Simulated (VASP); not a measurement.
Here is a VASP 6.6.1 calculation.

The input INCAR:

```
SYSTEM = Ni
PREC = Accurate ; ENCUT = 520
EDIFF = 1E-7 ; ISMEAR = -1
SIGMA = 0.08 ; LREAL = .FALSE.
LASPH = .TRUE. ; NELM = 150
ALGO = Normal ; ISIF = 2
LWAVE = .FALSE. ; LCHARG = .TRUE.
ISPIN = 2 ; MAGMOM = 1.5
LORBIT = 11 ; LMAXMIX = 4
GGA = PE ; LELF = .TRUE.
LVHAR = .TRUE. ; NBANDS = 15
```

The input KPOINTS:

```
Automatic mesh
0
G
  18 18 18
  0 0 0
```

File POSCAR:

```
Ni
1.0
   -1.4009198426      1.4009198426      1.4009198426
    1.4009198426     -1.4009198426      1.4009198426
    1.4009198426      1.4009198426     -1.4009198426
Ni
1
Direct
    0.0000000000      0.0000000000      0.0000000000
```

Potentials or basis: VASP PAW PBE potentials, release 64 (Ni).

Launch:

```sh
$ cat potpaw_PBE.64/Ni/POTCAR > POTCAR
$ mpirun -np 1 vasp_std > vasp.out
```

(1) What does it give for the net moment?

(2) Predict the pressure.

(3) What does it give for the site moments?

## Answers

(1) 0.55 μB per cell.

(2) -0.1 GPa.

(3) Ni +0.56 μB.
